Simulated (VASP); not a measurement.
# InAs (l) (F-43m) in VASP: density of states with LDA

Aim: the density of states of InAs (l) with LDA.

All numbers are computed with VASP 6.6.1; they aren't measurements. Logs are shortened: lines on timing, memory, paths and dates and some standing lists are left out, and cuts for length are marked.

**1. The cell of the first run**

Symmetry: F-43m, No. 216, cubic system. Conventional cell: a = 6.026 Å, b = 6.026 Å, c = 6.026 Å, α = 90.00°, β = 90.00°, γ = 90.00°. Within 3.4 Å of In (site symmetry -43m) lie 4 As at 2.61 Å. As (site symmetry -43m) has 4 In at 2.61 Å within 3.4 Å.

**2. Density of states, LDA**

POSCAR

```
InAs
1.0
    0.0000000000      3.0130178174      3.0130178174
    3.0130178174      0.0000000000      3.0130178174
    3.0130178174      3.0130178174      0.0000000000
In As
1 1
Direct
    0.0000000000      0.0000000000      0.0000000000
    0.2500000000      0.2500000000      0.2500000000
```

INCAR.step1

```
SYSTEM = InAs
ALGO = Normal
EDIFF = 1E-6
ENCUT = 400
GGA = CA
GGA_COMPAT = .False.
ISIF = 2
ISMEAR = 0
LASPH = .True.
LCHARG = .True.
LORBIT = 11
LREAL = .False.
LWAVE = .False.
NBANDS = 16
NEDOS = 2001
NELM = 120
PREC = Accurate
SIGMA = 0.1
```

KPOINTS.step1

```
k-points
0
Gamma
  12 12 12
  0 0 0
```

INCAR.step2

```
SYSTEM = InAs
ALGO = Normal
EDIFF = 1E-6
ENCUT = 400
GGA = CA
GGA_COMPAT = .False.
ICHARG = 11
ISIF = 2
ISMEAR = -5
LASPH = .True.
LCHARG = .False.
LORBIT = 11
LREAL = .False.
LWAVE = .False.
NEDOS = 1001
NELM = 120
PREC = Accurate
SIGMA = 0.1
```

KPOINTS.step2

```
k-points
0
Gamma
  18 18 18
  0 0 0
```

Potentials or basis: VASP PAW LDA potentials, release 64 (In_d, As).

The run is started by

```sh
cat potpaw_LDA.64/In_d/POTCAR potpaw_LDA.64/As/POTCAR > POTCAR
cp INCAR.step1 INCAR
cp KPOINTS.step1 KPOINTS
mpirun -np 1 vasp_std > vasp.out
cp INCAR.step2 INCAR
cp KPOINTS.step2 KPOINTS
mpirun -np 1 vasp_std > vasp.out
```

OUTCAR:

```text
SYSTEM = InAs
   EDIFF = 1E-6
   ENCUT = 400
   GGA = CA
   ICHARG = 11
   ISIF = 2
   ISMEAR = -5
   LASPH = .True.
   LORBIT = 11
   LREAL = .False.
   NELM = 120
   PREC = Accurate

 ion  position               nearest neighbor table
   1  0.000  0.000  0.000-   2 2.61   2 2.61   2 2.61   2 2.61
   2  0.250  0.250  0.250-   1 2.61   1 2.61   1 2.61   1 2.61

  LATTYP: Found a face centered cubic cell.
 ALAT       =     6.0260356348

  Lattice vectors:

 A1 = (   0.0000000000,   3.0130178174,   3.0130178174)
 A2 = (   3.0130178174,   0.0000000000,   3.0130178174)
 A3 = (   3.0130178174,   3.0130178174,   0.0000000000)

Analysis of symmetry for initial positions (statically):
=====================================================================
 Subroutine PRICEL returns:
 Original cell was already a primitive cell.

 Routine SETGRP: Setting up the symmetry group for a
 face centered cubic supercell.

 Subroutine GETGRP returns: Found 24 space group operations
 (whereof 24 operations were pure point group operations)
 out of a pool of 48 trial point group operations.

The static configuration has the point symmetry T_d .

Analysis of symmetry for dynamics (positions and initial velocities):
=====================================================================
 Subroutine PRICEL returns:
 Original cell was already a primitive cell.

 Routine SETGRP: Setting up the symmetry group for a
 face centered cubic supercell.

 Subroutine GETGRP returns: Found 24 space group operations
 (whereof 24 operations were pure point group operations)
 out of a pool of 48 trial point group operations.

The dynamic configuration has the point symmetry T_d .

 Subroutine INISYM returns: Found 24 space group operations
 (whereof 24 operations are pure point group operations),
 and found     1 'primitive' translations

----------------------------------------------------------------------------------------

                                     Primitive cell

  volume of cell :      54.7060

  direct lattice vectors                    reciprocal lattice vectors
     0.000000000  3.013017817  3.013017817    -0.165946579  0.165946579  0.165946579
     3.013017817  0.000000000  3.013017817     0.165946579 -0.165946579  0.165946579
     3.013017817  3.013017817  0.000000000     0.165946579  0.165946579 -0.165946579

  length of vectors
     4.261050661  4.261050661  4.261050661     0.287427907  0.287427907  0.287427907

  position of ions in fractional coordinates (direct lattice)
     0.000000000  0.000000000  0.000000000
     0.250000000  0.250000000  0.250000000

  ion indices of the primitive-cell ions
   primitive index   ion index
                 1           1
                 2           2

----------------------------------------------------------------------------------------

 KPOINTS: k-points

Automatic generation of k-mesh.
 Grid dimensions read from file:
 generate k-points for:   18   18   18

 Generating k-lattice:

  Cartesian coordinates                     Fractional coordinates (reciprocal lattice)
    -0.009219254  0.009219254  0.009219254     0.055555556  0.000000000  0.000000000
     0.009219254 -0.009219254  0.009219254     0.000000000  0.055555556  0.000000000
     0.009219254  0.009219254 -0.009219254     0.000000000  0.000000000  0.055555556

  Length of vectors
     0.015968217  0.015968217  0.015968217

  Shift w.r.t. Gamma in fractional coordinates (k-lattice)
     0.000000000  0.000000000  0.000000000

 TETIRR: Found    806 inequivalent tetrahedra from    34992

 Subroutine IBZKPT returns following result:
 ===========================================

 Found    195 irreducible k-points:

 Following reciprocal coordinates:
            Coordinates               Weight
  0.000000  0.000000  0.000000      1.000000
  0.055556  0.000000  0.000000      8.000000
  0.111111  0.000000  0.000000      8.000000
  0.166667  0.000000  0.000000      8.000000
  0.222222  0.000000  0.000000      8.000000
  0.277778  0.000000  0.000000      8.000000
[... 16 lines left out ...]
 -0.277778  0.055556  0.000000     24.000000
 -0.222222  0.055556  0.000000     24.000000
 [... further k-points ...]
   k-points           NKPTS =    195   k-points in BZ     NKDIM =    195   number of bands    NBANDS=     13
   number of dos      NEDOS =   1001   number of ions     NIONS =      2
   total plane-waves  NPLWV =  21952
   dimension x,y,z NGX =    28 NGY =   28 NGZ =   28
   dimension x,y,z NGXF=    56 NGYF=   56 NGZF=   56
   ions per type =               1   1
   NGX,Y,Z   is equivalent  to a cutoff of  10.92, 10.92, 10.92 a.u.
   NGXF,Y,Z  is equivalent  to a cutoff of  21.85, 21.85, 21.85 a.u.
 SYSTEM =  InAs
   PREC   = accura    normal or accurate (medium, high low for compatibility)
   ISTART =      0    job   : 0-new  1-cont  2-samecut
   ICHARG =     11    charge: 1-file 2-atom 10-const
   ISPIN  =      1    spin polarized calculation?
   LNONCOLLINEAR =      F non collinear calculations
   LSORBIT =      F    spin-orbit coupling
   LASPH  =      T    aspherical Exc in radial PAW
   ENCUT  =  400.0 eV  29.40 Ry    5.42 a.u.   6.95  6.95  6.95*2*pi/ulx,y,z
   NELM   =    120;   NELMIN=  2; NELMDL=  0     # of ELM steps
   EDIFF  = 0.1E-05   stopping-criterion for ELM
   LREAL  =      F    real-space projection
   EDIFFG = 0.1E-04   stopping-criterion for IOM
   NSW    =      0    number of steps for IOM
   IBRION =     -1    ionic relax: 0-MD 1-quasi-New 2-CG
   NFREE  =      0    steps in history (QN), initial steepest desc. (CG)
   ISIF   =      2    stress and relaxation
   ISYM   =      2    0-nonsym 1-usesym 2-fastsym
   POTIM  = 0.5000    time-step for ionic-motion
   TEBEG  =    0.0;   TEEND  =   0.0 temperature during run
   PSTRESS=    0.0 pullay stress
   NELECT =      18.0000    total number of electrons
   NUPDOWN=      -1.0000    fix difference up-down
   EMIN   =  10.00;   EMAX   =-10.00  energy-range for DOS
   EFERMI =   0.00;   METHOD = LEGACY
   ISMEAR =    -5;   SIGMA  =   0.10  broadening in eV -4-tet -1-fermi 0-gaus
   EFERMI_NEDOS =   21; number of points for ismear=-14 and -15
   IALGO  =     38    algorithm
   IMIX   =      4    mixing-type and parameters
     AMIX     =   0.40;   BMIX     =  1.00
     AMIX_MAG =   1.60;   BMIX_MAG =  1.00
  volume/ion in A,a.u.               =      27.35       184.59
  Fermi-wavevector in a.u.,A,eV,Ry     =   1.130197  2.135762 17.379323  1.277344
  Thomas-Fermi vector in A             =   2.266892
   LORBIT       =     11    0 simple, 1 ext, 2 COOP (PROOUT), +10 PAW based schemes
   GGA     = CA    functional components
   LHFCALC =     F    Hartree Fock is set to
   AEXX    =    0.0000 exact exchange contribution
   IVDW    =     0    specifies the selected vdW correction
   LEPSILON=     F    determine dielectric tensor
   LRPA    =     F    only Hartree local field effects (RPA)
 non-spin polarized calculation
 Fermi weights with tetrahedron method with Bloechl corrections
  energy-cutoff  :      400.00
  volume of cell :       54.71
 maximum number of plane-waves:      1018

 number of electron      18.0000015 magnetization

 Free energy of the ion-electron system (eV)
  ---------------------------------------------------
  ext. energy  EPLUGINS =         0.00000000
  ---------------------------------------------------
  free energy    TOTEN  =        -9.03116546 eV

  energy without entropy =       -9.03116546  energy(sigma->0) =       -9.03116546

 E-fermi :   4.4452     XC(G=0):  -9.4570

 val. band max:        4.4438425214   @ k =   0.0000   0.0000   0.0000
 cond. band min:       4.4438429387   @ k =   0.0000   0.0000   0.0000
 fundamental gap:      0.0000004173
 Fermi energy:         4.4451999185

 k-point     1 :       0.0000    0.0000    0.0000
  band No.  band energies     occupation
      1      -9.9345      2.00000
      2      -9.9345      2.00000
      3      -9.9345      2.00000
      4      -9.7990      2.00000
      5      -9.7990      2.00000
      6      -7.5378      2.00000
      7       4.1033      2.00000
      8       4.4438      2.00000
      9       4.4438      2.00000
     10       4.4438      0.00001
     11       8.2730      0.00000
     12       8.2730      0.00000
     13       8.2730      0.00000

 k-point     2 :       0.0556    0.0000    0.0000
  band No.  band energies     occupation
      1      -9.9391      2.00000
      2      -9.9331      2.00000
      3      -9.9331      2.00000
      4      -9.7991      2.00000
      5      -9.7991      2.00000
      6      -7.5044      2.00000
      7       3.4950      2.00000
      8       4.4003      2.00000
      9       4.4003      2.00000
     10       4.9382     -0.00000
     11       8.2744      0.00000
     12       8.3367      0.00000
     13       8.3367      0.00000

 k-point     3 :       0.1111    0.0000    0.0000
  band No.  band energies     occupation
      1      -9.9522      2.00000
      2      -9.9295      2.00000
      3      -9.9295      2.00000
      4      -9.7992      2.00000
      5      -9.7992      2.00000
      6      -7.4061      2.00000
      7       2.6886      2.00000
      8       4.2825      2.00000
      9       4.2825      2.00000
     10       5.3825      0.00000
     11       8.3643      0.00000
     12       8.5062      0.00000
     13       8.5062      0.00000

 k-point     4 :       0.1667    0.0000    0.0000
  band No.  band energies     occupation
      1      -9.9715      2.00000
      2      -9.9241      2.00000
      3      -9.9241      2.00000
      4      -9.7991      2.00000
      5      -9.7991      2.00000
      6      -7.2478      2.00000
      7       1.8590      2.00000
      8       4.1196      2.00000
      9       4.1196      2.00000
     10       5.5907      0.00000
     11       8.6712      0.00000
     12       8.7258      0.00000
     13       8.7258      0.00000

 k-point     5 :       0.2222    0.0000    0.0000
  band No.  band energies     occupation
      1      -9.9942      2.00000
      2      -9.9180      2.00000
      3      -9.9180      2.00000
      4      -9.7985      2.00000
      5      -9.7985      2.00000
      6      -7.0380      2.00000
      7       1.0456      2.00000
      8       3.9419      2.00000
      9       3.9419      2.00000
     10       5.6064      0.00000
     11       8.9258      0.00000
     12       8.9258      0.00000
     13       9.1966      0.00000
[... 257 lines left out ...]
 k-point    22 :      -0.3333    0.0556    0.0000
  band No.  band energies     occupation
      1     -10.0458      2.00000
      2      -9.9053      2.00000
      3      -9.9039      2.00000
      4      -9.7971      2.00000
      5      -9.7930      2.00000
      6      -6.4163      2.00000
      7      -0.5921      2.00000
      8       3.2241      2.00000
      9       3.6484      2.00000
     10       5.6715      0.00000
     11       9.0717      0.00000
     12       9.0980      0.00000
     13      10.6049      0.00000

 k-point    23 :      -0.2778    0.0556    0.0000
  band No.  band energies     occupation
      1     -10.0268      2.00000
      2      -9.9102      2.00000
      3      -9.9077      2.00000
      4      -9.7994      2.00000
      5      -9.7945      2.00000
      6      -6.6781      2.00000
      7       0.0388      2.00000
      8       3.3427      2.00000
      9       3.8109      2.00000
     10       5.7575      0.00000
     11       9.0053      0.00000
     12       9.0959      0.00000
     13      10.0208      0.00000

 k-point    24 :      -0.2222    0.0556    0.0000
  band No.  band energies     occupation
      1     -10.0050      2.00000
      2      -9.9162      2.00000
      3      -9.9129      2.00000
      4      -9.8007      2.00000
      5      -9.7960      2.00000
      6      -6.9327      2.00000
      7       0.7620      2.00000
      8       3.5063      2.00000
      9       3.9898      2.00000
     10       5.8317      0.00000
     11       8.8744      0.00000
     12       8.9033      0.00000
     13       9.5399      0.00000

 [... further k-points ...]
[... 5 lines left out ...]
  --------------------------------------------------------------------------------------
  -------------------------------------------------------------------------------------
  Total        0.0503522      0.0503522      0.0503522      0.0000000      0.0000000      0.0000000
  in kB        1.4746659      1.4746659      1.4746659      0.0000000      0.0000000      0.0000000
  external PRESSURE =       1.4746659 kB  Pullay stress =       0.0000000 kB

 VOLUME and BASIS-vectors are now :
 -----------------------------------------------------------------------------
  energy-cutoff  :      400.00
  volume of cell :       54.71
      direct lattice vectors                 reciprocal lattice vectors
     0.000000000  3.013017817  3.013017817    -0.165946579  0.165946579  0.165946579
     3.013017817  0.000000000  3.013017817     0.165946579 -0.165946579  0.165946579
     3.013017817  3.013017817  0.000000000     0.165946579  0.165946579 -0.165946579

 POSITION                                       TOTAL-FORCE (eV/Angst)
 -----------------------------------------------------------------------------------
      0.00000      0.00000      0.00000        -0.000000     -0.000000     -0.000000
      1.50651      1.50651      1.50651         0.000000      0.000000      0.000000
 -----------------------------------------------------------------------------------
    total drift:                               -0.000000     -0.000000     -0.000000

  FREE ENERGIE OF THE ION-ELECTRON SYSTEM (eV)
  ---------------------------------------------------
  free  energy   TOTEN  =        -9.0311654587 eV

  energy  without entropy=       -9.0311654587  energy(sigma->0) =       -9.03116546

 total charge

# of ion       s       p       d       tot
------------------------------------------
    1        0.865   0.754   9.886  11.505
    2        1.229   1.571   0.023   2.822
--------------------------------------------------
tot          2.093   2.325   9.909  14.327
```

Run time: 84 s. Hardware: 1 thread of AMD EPYC 7R43 (Zen 3), shared host; peak memory 0.18 GiB.

What came out:

- Valence electrons inside the program's atomic spheres: In 11.51; As 2.82

Levels at points of the mesh, in eV from the Fermi level:
| k point | band 5 | band 6 | band 7 | band 8 | band 9 | band 10 | band 11 | band 12 | band 13 |
| --- | --- | --- | --- | --- | --- | --- | --- | --- | --- |
| (0.00, 0.00, 0.00) | -14.24 | -11.98 | -0.34 | 0.00 | 0.00 | 0.00 | 3.83 | 3.83 | 3.83 |
| (0.50, 0.00, 0.00) | -14.24 | -10.47 | -5.89 | -1.02 | -1.02 | 0.83 | 4.61 | 4.61 | 6.70 |
| (0.50, 0.50, 0.00) | -14.22 | -9.91 | -5.96 | -2.38 | -2.38 | 1.40 | 1.96 | 9.09 | 9.21 |

Caveat: spin-orbit coupling is left out, which moves the levels of the heavy elements; tetrahedron occupations give inexact forces and stress in metals.
